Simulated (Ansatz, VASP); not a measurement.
MgO: VASP beside Ansatz

```
CELL_PARAMETERS angstrom
0.00000 2.12685 2.12685
2.12685 0.00000 2.12685
2.12685 2.12685 0.00000
ATOMIC_POSITIONS crystal
Mg 0.00000 0.00000 0.00000
O 0.50000 0.50000 0.50000
```

Alike in both runs: functional PBE; k mesh 10 × 10 × 10; occupations gaussian, width 0.02 eV; no spin polarisation.

Ansatz relaxed the structure, and its values are those at the end. VASP's run is a single point on that final structure, the one shown.

```csv
,VASP,Ansatz
version,VASP 6.6.1,Ansatz 0.2.0
potentials or method,"VASP PAW PBE potentials, release 64 (Mg, O), cutoff 600 eV","scalar-relativistic, plane waves, PAW"
valence electrons in the cell,8,16
```

```tsv
	VASP	Ansatz	Ansatz less VASP
gap on the k mesh at the Fermi level (eV)	4.45	4.46	+0.016
least direct gap on the mesh (eV)	4.45	4.46	+0.016
pressure (GPa)	-1.0	0.0	+1.03
```

With one functional, cell and mesh, what is left measures potentials, basis and numerics. VASP's potentials hold 8 valence electrons a cell and Ansatz's 16, so a difference there can come from the potentials and not from the codes.
